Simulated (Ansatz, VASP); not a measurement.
## Two plane-wave programs on Re

```
Re
1.0
     1.41179   -4.06231    0.00000
     1.41179    4.06231    0.00000
     0.00000    0.00000    2.78422
Re
2
Direct
  0.86120 0.13880 0.75000
  0.13880 0.86120 0.25000
```

Alike in both runs: functional PBE; k mesh 20 × 20 × 20; occupations gaussian, width 0.1 eV; no spin polarisation.

Ansatz relaxed the structure, and its values are those at the end. VASP's run is a single point on that final structure, the one shown.

```csv
,VASP,Ansatz
version,VASP 6.6.1,Ansatz 0.2.0
potentials or method,"VASP PAW PBE potentials, release 64 (Re), cutoff 520 eV","scalar-relativistic, plane waves, PAW"
valence electrons in the cell,14,30
```

Ansatz gave:

```
gap on the k mesh at the Fermi level (eV) : none
pressure (GPa)                            : 0.0
```

Q: What did VASP give for the same quantities?

A: gap on the k mesh at the Fermi level (eV): none; pressure (GPa): -0.6.

A gap of «none» marks a metal or a gap that the smearing closes. With one functional, cell and mesh, what is left measures potentials, basis and numerics. VASP's potentials hold 14 valence electrons a cell and Ansatz's 30, so a difference there can come from the potentials and not from the codes.

Neither program's run includes spin-orbit coupling.
